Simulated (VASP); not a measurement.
S: single point with PBE

S:

```
S
1.0
     5.35123    0.00000    0.00000
     0.00000    5.35123    0.00000
     0.00000    0.00000    2.95681
S
4
Direct
  0.87982 0.90064 0.50000
  0.12018 0.09936 0.50000
  0.40064 0.62018 0.00000
  0.59936 0.37982 0.00000
```

This cell differs from its parent crystal: strained and its atoms moved.

| Quantity | Value |
| --- | --- |
| Program | VASP 6.6.1 |
| Task | single point |
| Functional | PBE |
| Potentials or basis | VASP PAW PBE potentials, release 64 (S) |
| Cutoff | 520 eV |
| k mesh | 8 × 8 × 14 |
| Occupations | gaussian, width 0.1 eV |
| Spin | no spin polarisation |

```
Pressure               : 26.0 GPa
Largest force          : 11.488 eV/Å
Band gap on the k mesh : zero (band 12 reaches 5.77 eV, above the bottom of band 13 at 3.36 eV)
```

Forces in eV/Å, atoms in the order of the input:
```
S   -8.626 -7.587  0.000
S    8.626  7.587  0.000
S   -7.587  8.626  0.000
S    7.587 -8.626  0.000
```

Stress tensor (GPa, compression positive):
```
38.74  0.00  0.00
 0.00 38.74  0.00
 0.00  0.00  0.38
```

Levels at points of the mesh, in eV from the Fermi level:
| k point | band 10 | band 11 | band 12 | band 13 | band 14 | band 15 |
| --- | --- | --- | --- | --- | --- | --- |
| (0.00, 0.00, 0.00) | -2.74 | -2.43 | 1.14 | 2.65 | 2.65 | 4.72 |
| (0.50, 0.00, 0.00) | -2.72 | -0.87 | -0.74 | 2.66 | 2.66 | 3.97 |
| (0.50, 0.50, 0.00) | -2.71 | -0.31 | -0.31 | 2.38 | 2.77 | 5.15 |
| (0.00, 0.00, 0.50) | -4.65 | -1.95 | -1.95 | -0.18 | -0.18 | 4.11 |
| (0.50, 0.00, 0.50) | -4.81 | -2.42 | -2.39 | 0.31 | 0.51 | 5.75 |
| (0.50, 0.50, 0.50) | -4.63 | -1.71 | -1.71 | 0.67 | 0.67 | 4.13 |

Wall time 62 s on 1 thread of Intel(R) Xeon(R) 6975P-C (Granite Rapids) (shared host), peak memory 0.29 GiB.

Caveat: the cell differs from its parent crystal (strained and its atoms moved); forces of over 1 eV/Å act on the atoms, so gaps and moduli don't describe the material at rest.
